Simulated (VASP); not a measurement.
Write the native input for VASP 6.6.1 that does the following.

```yaml
Task: single point
Functional: LDA
Potentials_or_basis: VASP PAW LDA potentials, release 64 (Sc_sv, Pt)
Cutoff: 520 eV
k_mesh: 5 × 5 × 5
Occupations: fermi-dirac, width 0.1 eV
Spin: no spin polarisation
Dipole_correction: no
Further_INCAR_settings: ALGO = Normal; EDIFF = 1e-07; NBANDS = 28
```

The structure of ScPt3 lies in POSCAR:

```
ScPt3
1.0
    3.9580000000      0.0000000000      0.0000000000
    0.0000000000      3.9580000000      0.0000000000
    0.0000000000      0.0000000000      3.9580000000
Sc Pt
1 3
Direct
    0.0000000000      0.0000000000      0.0000000000
    0.0000000000      0.5000000000      0.5000000000
    0.5000000000      0.0000000000      0.5000000000
    0.5000000000      0.5000000000      0.0000000000
```

The input as run:

INCAR

```
PREC = Accurate
ENCUT = 520
EDIFF = 1E-7
ISMEAR = -1
SIGMA = 0.1
LREAL = F
LASPH = T
NELM = 100
ALGO = Normal
ISIF = 2
LWAVE = F
LCHARG = F
NBANDS = 28
```

KPOINTS

```
Automatic mesh
0
Gamma
  5 5 5
```

Potentials or basis: VASP PAW LDA potentials, release 64 (Sc_sv, Pt).

Command:

```console
$ cat potpaw_LDA.64/Sc_sv/POTCAR potpaw_LDA.64/Pt/POTCAR > POTCAR
$ mpirun -np 1 vasp_std > vasp.out
```

It gave:

The pressure is -4.8 GPa and the band gap on the k mesh is zero (an odd number of electrons rules out a gap without spin polarisation).

Caveat: the cell stands under tension; spin-orbit coupling is left out, which moves the levels of the heavy elements.

Run time: 17 s on 1 thread of Intel(R) Xeon(R) Platinum 8259CL CPU @ 2.50GHz (Skylake/Cascade Lake) (shared host), peak memory 0.15 GiB.
